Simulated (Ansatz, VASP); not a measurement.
# Si2W: VASP beside Ansatz

Contents of INCAR:

```
SYSTEM = Si2W
  PREC = Accurate
  ENCUT = 520
  EDIFF = 1E-8
  ISMEAR = -1
  SIGMA = 0.03
  LREAL = .False.
  LASPH = .True.
  NELM = 100
  ALGO = Normal
  ISIF = 2
  LWAVE = .False.
  LCHARG = .False.
  GGA = PS
  LEFG = .True.
  NBANDS = 18
```

KPOINTS

```
Automatic mesh
0
Gamma
  18 18 18
  0 0 0
```

File POSCAR:

```
Si2W
1.0
   -1.6060000000      1.6060000000      3.9794000000
    1.6060000000     -1.6060000000      3.9794000000
    1.6060000000      1.6060000000     -3.9794000000
Si W
2 1
Direct
    0.3330000000      0.3330000000      0.0000000000
    0.6670000000      0.6670000000      0.0000000000
    0.0000000000      0.0000000000      0.0000000000
```

Input for Ansatz:

```yaml
crystal:
  lattice:
    - [-1.606, 1.606, 3.9794]
    - [1.606, -1.606, 3.9794]
    - [1.606, 1.606, -3.9794]
  atoms:
    - { symbol: Si, position: [0.333, 0.333, 0.0] }
    - { symbol: Si, position: [0.667, 0.667, 0.0] }
    - { symbol: W, position: [0.0, 0.0, 0.0] }
kpoints:
  mp_grid: { grid: [18, 18, 18] }
scf:
  occupations: { method: fermi_dirac, width: 0.03 }
hamiltonian:
  xc: pbesol
  pseudopotentials: { kind: paw }
output:
  forces: true
  stress: true
  eigenvalues: true
  efg: { contact_densities: true }
```

Change from the starting cell: zz strain of +1 %, PAW files.

Alike in both runs: task electric field gradients; functional PBEsol; k mesh 18 × 18 × 18; occupations fermi-dirac, width 0.03 eV; no spin polarisation.

|  | VASP | Ansatz |
| --- | --- | --- |
| version | VASP 6.6.1 | Ansatz 0.2.0 |
| potentials or method | VASP PAW PBE potentials, release 64 (Si, W_sv) | PAW with Ansatz's default frozen-core files, scalar-relativistic |
| plane-wave cutoff (eV) | 520 | 420 |
| valence electrons in the cell | 22 | 22 |

Ansatz gave:

* pressure (GPa): -5.8
* traceless stress, the component that is largest in VASP (GPa): -4.51
* rms of the force components (eV/Å): 0.140
* size of Vzz on the site where it differs most (V/Å²): 118.9

Question: Which values does VASP return?

Answer: Pressure (GPa): -5.5; traceless stress, the component that is largest in VASP (GPa): -4.55; rms of the force components (eV/Å): 0.138; size of Vzz on the site where it differs most (V/Å²): 100.8.

VASP's potentials were made for PBE, not for PBEsol. Atom by atom the forces differ by 0.002 eV/Å (rms over components).

Spin-orbit coupling is off throughout.
